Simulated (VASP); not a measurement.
MgCdTe3, 5 atoms in the cell. The structure is trigonal, space group R-3m (No. 166). Conventional cell: a = 6.939 Å, b = 6.939 Å, c = 11.438 Å, α = 90.00°, β = 90.00°, γ = 120.00°. Within 4.6 Å of Mg (site symmetry -3m) lie 12 Te at 3.47 to 4.31 Å and 6 Cd at 4.44 Å. Within 3.6 Å of Cd (site symmetry -3m) lie 6 Te at 2.77 Å. Within 3.6 Å of Te (site symmetry 2/m) lie 2 Cd at 2.77 Å and 2 Mg at 3.47 Å and 4 Te at 3.47 Å. 

* Program: VASP 6.6.1
* Task: single point
* Functional: PBE
* Potentials or basis: VASP PAW PBE potentials, release 64 (Mg, Cd, Te)
* Cutoff: 520 eV
* k mesh: 3 × 3 × 3
* Occupations: gaussian, width 0.1 eV
* Spin: no spin polarisation
* Dipole correction: no
* Further INCAR settings: ALGO = Normal; EDIFF = 1e-06; NBANDS = 24

Potentials or basis: VASP PAW PBE potentials, release 64 (Mg, Cd, Te).

Run with:

```sh
$ cat potpaw_PBE.64/Mg/POTCAR potpaw_PBE.64/Cd/POTCAR potpaw_PBE.64/Te/POTCAR > POTCAR
$ mpirun -np 1 vasp_std > vasp.out
```

Hardware: 1 thread of Intel(R) Xeon(R) 6975P-C (Granite Rapids), with other jobs on the host.

Q: Estimate the wall time of this run.

A: Wall time 18 s on 1 thread of Intel(R) Xeon(R) 6975P-C (Granite Rapids), on a shared host, peak memory 0.25 GiB. Counts: scf iterations 14, k points 6.
